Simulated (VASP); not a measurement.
# SiO2 (P6_222) in VASP: single point with r2SCAN

Aim: the single point of SiO2 with r2SCAN.

Program: VASP 6.6.1. These are calculated values, not measurements. Logs are shortened: lines on timing, memory, paths and dates and some standing lists are left out, and cuts for length are marked.

**1. The cell of the first run**

Symmetry: P6_222, No. 180, hexagonal system. The conventional cell has a = 5.066 Å, b = 5.066 Å, c = 5.533 Å, α = 90.00°, β = 90.00°, γ = 120.00°. Si (site symmetry 222) has 4 O at 1.61 Å within 2.1 Å. Within 2.1 Å of O (site symmetry 2) lie 2 Si at 1.61 Å.

**2. Single point, r2SCAN**

POSCAR

```
SiO2
1.0
    5.0657422600      0.0000000000      0.0000000000
   -2.5328711300      4.3870658100      0.0000000000
    0.0000000000      0.0000000000      5.5329000500
Si O
3 6
Direct
    0.5000000000      0.0000000000      0.0000000000
    0.5000000000      0.5000000000      0.3333300000
    0.0000000000      0.5000000000      0.6666700000
    0.4157000000      0.2078500000      0.1666700000
    0.2078500000      0.4157000000      0.5000000000
    0.7921500000      0.2078500000      0.8333400000
    0.5843000000      0.7921500000      0.1666700000
    0.7921500000      0.5843000000      0.5000000000
    0.2078500000      0.7921500000      0.8333400000
```

INCAR.step1

```
PREC = Accurate
ENCUT = 520
ISMEAR = -1
SIGMA = 0.1
LREAL = F
LASPH = T
NELM = 100
NBANDS = 34
GGA = PE
ALGO = Normal
EDIFF = 1E-4
LWAVE = T
LCHARG = F
```

INCAR.step2

```
PREC = Accurate
ENCUT = 520
EDIFF = 1E-6
ISMEAR = -1
SIGMA = 0.1
LREAL = F
LASPH = T
NELM = 100
ALGO = Normal
ISIF = 2
LWAVE = F
LCHARG = F
METAGGA = R2SCAN
LMIXTAU = T
NBANDS = 34
ISTART = 1
```

KPOINTS

```
Automatic mesh
0
Gamma
  6 6 5
```

Potentials or basis: VASP PAW PBE potentials, release 64 (Si, O).

On the command line:

```console
$ cat potpaw_PBE.64/Si/POTCAR potpaw_PBE.64/O/POTCAR > POTCAR
$ cp INCAR.step1 INCAR
$ mpirun -np 1 vasp_std > vasp.out
$ cp INCAR.step2 INCAR
$ mpirun -np 1 vasp_std > vasp.out
```

OUTCAR:

```text
PREC = Accurate
   ENCUT = 520
   EDIFF = 1E-6
   ISMEAR = -1
   LREAL = F
   LASPH = T
   NELM = 100
   ISIF = 2
   METAGGA = R2SCAN
   ISTART = 1

 ion  position               nearest neighbor table
   1  0.500  0.000  0.000-   6 1.61   9 1.61   7 1.61   4 1.61   2 3.13   3 3.13   2 3.13   3 3.13

   2  0.500  0.500  0.333-   4 1.61   7 1.61   5 1.61   8 1.61   1 3.13   1 3.13   3 3.13   3 3.13

   3  0.000  0.500  0.667-   5 1.61   8 1.61   6 1.61   9 1.61   1 3.13   1 3.13   2 3.13   2 3.13

   4  0.416  0.208  0.167-   2 1.61   1 1.61
   5  0.208  0.416  0.500-   2 1.61   3 1.61
   6  0.792  0.208  0.833-   1 1.61   3 1.61
   7  0.584  0.792  0.167-   2 1.61   1 1.61
   8  0.792  0.584  0.500-   2 1.61   3 1.61
   9  0.208  0.792  0.833-   1 1.61   3 1.61

  LATTYP: Found a hexagonal cell.
 ALAT       =     5.0657422600
 C/A-ratio  =     1.0922190206

  Lattice vectors:

 A1 = (   5.0657422600,   0.0000000000,   0.0000000000)
 A2 = (  -2.5328711300,   4.3870658100,   0.0000000000)
 A3 = (   0.0000000000,   0.0000000000,   5.5329000500)

Analysis of symmetry for initial positions (statically):
=====================================================================
 Subroutine PRICEL returns:
 Original cell was already a primitive cell.

 Routine SETGRP: Setting up the symmetry group for a
 hexagonal supercell.

 Subroutine GETGRP returns: Found  2 space group operations
 (whereof  2 operations were pure point group operations)
 out of a pool of 24 trial point group operations.

The static configuration has the point symmetry C_2 .

Analysis of symmetry for dynamics (positions and initial velocities):
=====================================================================
 Subroutine PRICEL returns:
 Original cell was already a primitive cell.

 Routine SETGRP: Setting up the symmetry group for a
 hexagonal supercell.

 Subroutine GETGRP returns: Found  2 space group operations
 (whereof  2 operations were pure point group operations)
 out of a pool of 24 trial point group operations.

The dynamic configuration has the point symmetry C_2 .

 Subroutine INISYM returns: Found  2 space group operations
 (whereof  2 operations are pure point group operations),
 and found     1 'primitive' translations

----------------------------------------------------------------------------------------

                                     Primitive cell

  volume of cell :     122.9618

  direct lattice vectors                    reciprocal lattice vectors
     5.065742260  0.000000000  0.000000000     0.197404437  0.113971393  0.000000000
    -2.532871130  4.387065810  0.000000000     0.000000000  0.227942785  0.000000000
     0.000000000  0.000000000  5.532900050     0.000000000  0.000000000  0.180737044

  length of vectors
     5.065742260  5.065746005  5.532900050     0.227942954  0.227942785  0.180737044

  position of ions in fractional coordinates (direct lattice)
     0.500000000  0.000000000  0.000000000
     0.500000000  0.500000000  0.333330000
     0.000000000  0.500000000  0.666670000
     0.415700000  0.207850000  0.166670000
     0.207850000  0.415700000  0.500000000
     0.792150000  0.207850000  0.833340000
     0.584300000  0.792150000  0.166670000
     0.792150000  0.584300000  0.500000000
     0.207850000  0.792150000  0.833340000

  ion indices of the primitive-cell ions
   primitive index   ion index
                 1           1
                 2           2
                 3           3
                 4           4
                 5           5
                 6           6
                 7           7
                 8           8
                 9           9

----------------------------------------------------------------------------------------

 KPOINTS: Automatic mesh

Automatic generation of k-mesh.
 Grid dimensions read from file:
 generate k-points for:    6    6    5

 Generating k-lattice:

  Cartesian coordinates                     Fractional coordinates (reciprocal lattice)
     0.032900740  0.018995232  0.000000000     0.166666667  0.000000000  0.000000000
     0.000000000  0.037990464  0.000000000     0.000000000  0.166666667  0.000000000
     0.000000000  0.000000000  0.036147409     0.000000000  0.000000000  0.200000000

  Length of vectors
     0.037990492  0.037990464  0.036147409

  Shift w.r.t. Gamma in fractional coordinates (k-lattice)
     0.000000000  0.000000000  0.000000000

 Subroutine IBZKPT returns following result:
 ===========================================

 Found     60 irreducible k-points:

 Following reciprocal coordinates:
            Coordinates               Weight
  0.000000  0.000000  0.000000      1.000000
  0.166667  0.000000  0.000000      2.000000
  0.000000  0.166667  0.000000      2.000000
 -0.166667  0.166667  0.000000      2.000000
  0.333333 -0.000000  0.000000      2.000000
  0.000000  0.333333  0.000000      2.000000
[... 16 lines left out ...]
  0.000000  0.166667  0.200000      4.000000
 -0.166667  0.166667  0.200000      4.000000
 [... further k-points ...]
   k-points           NKPTS =     60   k-points in BZ     NKDIM =     60   number of bands    NBANDS=     34
   number of dos      NEDOS =    301   number of ions     NIONS =      9
   total plane-waves  NPLWV =  67200
   dimension x,y,z NGX =    40 NGY =   40 NGZ =   42
   dimension x,y,z NGXF=    80 NGYF=   80 NGZF=   84
   ions per type =               3   6
   NGX,Y,Z   is equivalent  to a cutoff of  13.13, 13.13, 12.62 a.u.
   NGXF,Y,Z  is equivalent  to a cutoff of  26.25, 26.25, 25.24 a.u.
 SYSTEM =  unknown system
   PREC   = accura    normal or accurate (medium, high low for compatibility)
   ISTART =      1    job   : 0-new  1-cont  2-samecut
   ICHARG =      0    charge: 1-file 2-atom 10-const
   ISPIN  =      1    spin polarized calculation?
   LNONCOLLINEAR =      F non collinear calculations
   LSORBIT =      F    spin-orbit coupling
   LASPH  =      T    aspherical Exc in radial PAW
   ENCUT  =  520.0 eV  38.22 Ry    6.18 a.u.   9.42  9.42 10.29*2*pi/ulx,y,z
   NELM   =    100;   NELMIN=  2; NELMDL=  0     # of ELM steps
   EDIFF  = 0.1E-05   stopping-criterion for ELM
   LREAL  =      F    real-space projection
   EDIFFG = 0.1E-04   stopping-criterion for IOM
   NSW    =      0    number of steps for IOM
   IBRION =     -1    ionic relax: 0-MD 1-quasi-New 2-CG
   NFREE  =      0    steps in history (QN), initial steepest desc. (CG)
   ISIF   =      2    stress and relaxation
   ISYM   =      2    0-nonsym 1-usesym 2-fastsym
   POTIM  = 0.5000    time-step for ionic-motion
   TEBEG  =    0.0;   TEEND  =   0.0 temperature during run
   PSTRESS=    0.0 pullay stress
   NELECT =      48.0000    total number of electrons
   NUPDOWN=      -1.0000    fix difference up-down
   EMIN   =  10.00;   EMAX   =-10.00  energy-range for DOS
   EFERMI =   0.00;   METHOD = LEGACY
   ISMEAR =    -1;   SIGMA  =   0.10  broadening in eV -4-tet -1-fermi 0-gaus
   EFERMI_NEDOS =   21; number of points for ismear=-14 and -15
   IALGO  =     38    algorithm
   IMIX   =      4    mixing-type and parameters
     AMIX     =   0.40;   BMIX     =  1.00
     AMIX_MAG =   1.60;   BMIX_MAG =  1.00
  volume/ion in A,a.u.               =      13.66        92.20
  Fermi-wavevector in a.u.,A,eV,Ry     =   1.196461  2.260983 19.476998  1.431519
  Thomas-Fermi vector in A             =   2.332401
   LORBIT       =      0    0 simple, 1 ext, 2 COOP (PROOUT), +10 PAW based schemes
   METAGGA = R2SCAN    functional components
   LHFCALC =     F    Hartree Fock is set to
   AEXX    =    0.0000 exact exchange contribution
   IVDW    =     0    specifies the selected vdW correction
   LEPSILON=     F    determine dielectric tensor
   LRPA    =     F    only Hartree local field effects (RPA)
 non-spin polarized calculation
  energy-cutoff  :      520.00
  volume of cell :      122.96
 maximum number of plane-waves:      3339
 NGX is ok and might be reduce to    40
   NGX = 19   NGY = 19   NGZ = 21

 number of electron      47.9999979 magnetization

 Free energy of the ion-electron system (eV)
  ---------------------------------------------------
  ext. energy  EPLUGINS =         0.00000000
  ---------------------------------------------------
  free energy    TOTEN  =       -89.35510717 eV

  energy without entropy =      -89.35510717  energy(sigma->0) =      -89.35510717

 E-fermi :   2.4567     XC(G=0):  -9.2015

 val. band max:        0.0714964020   @ k =   0.0000   0.0000   0.4000
 cond. band min:       6.3529854198   @ k =   0.0000   0.0000   0.0000
 fundamental gap:      6.2814890178
 Fermi energy:         2.4567280730

 k-point     1 :       0.0000    0.0000    0.0000
  band No.  band energies     occupation
      1     -20.3372      2.00000
      2     -18.8893      2.00000
      3     -18.8891      2.00000
      4     -18.3125      2.00000
      5     -18.2767      2.00000
      6     -18.2765      2.00000
[... 26 lines left out ...]
     33      14.0970      0.00000
     34      14.0971      0.00000

 k-point     2 :       0.1667    0.0000    0.0000
  band No.  band energies     occupation
      1     -20.2630      2.00000
      2     -18.9904      2.00000
      3     -18.8855      2.00000
      4     -18.3107      2.00000
      5     -18.2853      2.00000
      6     -18.2812      2.00000
[... 26 lines left out ...]
     33      14.0503      0.00000
     34      14.3179      0.00000

 k-point     3 :       0.0000    0.1667    0.0000
  band No.  band energies     occupation
      1     -20.2630      2.00000
      2     -18.9903      2.00000
      3     -18.8856      2.00000
      4     -18.3107      2.00000
      5     -18.2852      2.00000
      6     -18.2813      2.00000
[... 26 lines left out ...]
     33      14.0507      0.00000
     34      14.3216      0.00000

 k-point     4 :      -0.1667    0.1667    0.0000
  band No.  band energies     occupation
      1     -20.2630      2.00000
      2     -18.9904      2.00000
      3     -18.8854      2.00000
      4     -18.3107      2.00000
      5     -18.2854      2.00000
      6     -18.2811      2.00000
[... 26 lines left out ...]
     33      14.0506      0.00000
     34      14.3191      0.00000

 k-point     5 :       0.3333   -0.0000    0.0000
  band No.  band energies     occupation
      1     -20.0635      2.00000
      2     -19.2461      2.00000
      3     -18.8780      2.00000
      4     -18.3063      2.00000
      5     -18.2983      2.00000
      6     -18.2899      2.00000
[... 621 lines left out ...]
 k-point    22 :       0.1667    0.0000    0.2000
  band No.  band energies     occupation
      1     -20.1955      2.00000
      2     -19.3253      2.00000
      3     -18.6120      2.00000
      4     -18.3030      2.00000
      5     -18.2858      2.00000
      6     -18.2830      2.00000
[... 26 lines left out ...]
     33      13.5097      0.00000
     34      13.7429      0.00000

 k-point    23 :       0.0000    0.1667    0.2000
  band No.  band energies     occupation
      1     -20.1955      2.00000
      2     -19.3253      2.00000
      3     -18.6121      2.00000
      4     -18.3030      2.00000
      5     -18.2857      2.00000
      6     -18.2831      2.00000
[... 26 lines left out ...]
     33      13.5098      0.00000
     34      13.7428      0.00000

 k-point    24 :      -0.1667    0.1667    0.2000
  band No.  band energies     occupation
      1     -20.1955      2.00000
      2     -19.3253      2.00000
      3     -18.6120      2.00000
      4     -18.3030      2.00000
      5     -18.2858      2.00000
      6     -18.2830      2.00000
[... 26 lines left out ...]
     33      13.5099      0.00000
     34      13.7429      0.00000

 [... further k-points ...]
[... 5 lines left out ...]
  --------------------------------------------------------------------------------------
  -------------------------------------------------------------------------------------
  Total       -0.2635518     -0.2621006     -0.0325696      0.0005137      0.0000000      0.0000000
  in kB       -3.4340495     -3.4151397     -0.4243777      0.0066931      0.0000000      0.0000000
  external PRESSURE =      -2.4245223 kB  Pullay stress =       0.0000000 kB

 VOLUME and BASIS-vectors are now :
 -----------------------------------------------------------------------------
  energy-cutoff  :      520.00
  volume of cell :      122.96
      direct lattice vectors                 reciprocal lattice vectors
     5.065742260  0.000000000  0.000000000     0.197404437  0.113971393  0.000000000
    -2.532871130  4.387065810  0.000000000     0.000000000  0.227942785  0.000000000
     0.000000000  0.000000000  5.532900050     0.000000000  0.000000000  0.180737044

 POSITION                                       TOTAL-FORCE (eV/Angst)
 -----------------------------------------------------------------------------------
      2.53287      0.00000      0.00000         0.000000      0.000000      0.001163
      1.26644      2.19353      1.84428         0.000000      0.000000      0.001143
     -1.26644      2.19353      3.68862         0.000000      0.000000     -0.000382
      1.57937      0.91185      0.92217         0.055024      0.031056     -0.000574
      0.00000      1.82370      2.76645        -0.000224      0.063367      0.000278
      3.48637      0.91185      4.61079        -0.054385      0.032276     -0.000666
      0.95350      3.47521      0.92217        -0.055024     -0.031056     -0.000574
      2.53287      2.56336      2.76645         0.000224     -0.063367      0.000278
     -0.95350      3.47521      4.61079         0.054385     -0.032276     -0.000666
 -----------------------------------------------------------------------------------
    total drift:                               -0.000000      0.000000      0.000006

  FREE ENERGIE OF THE ION-ELECTRON SYSTEM (eV)
  ---------------------------------------------------
  free  energy   TOTEN  =       -89.3551071692 eV

  energy  without entropy=      -89.3551071691  energy(sigma->0) =      -89.35510717
```

It took 6.4 min on 1 thread of Intel Xeon 6975P-C (Granite Rapids), shared host; peak memory 0.37 GiB.

What came out:

```
Free energy            : -89.3551 eV
Pressure               : -0.2 GPa
Largest force          : 0.063 eV/Å
Band gap on the k mesh : 6.28 eV (least direct gap 6.48 eV)
```

Forces on the atoms (eV/Å):
```
Si   0.000  0.000  0.001
Si   0.000  0.000  0.001
Si   0.000  0.000  0.000
O    0.055  0.031 -0.001
O    0.000  0.063  0.000
O   -0.054  0.032 -0.001
O   -0.055 -0.031 -0.001
O    0.000 -0.063  0.000
O    0.054 -0.032 -0.001
```

Caveat: the PAW data sets were made with another functional, which shifts forces and pressure a little. A k mesh can miss the band edges.
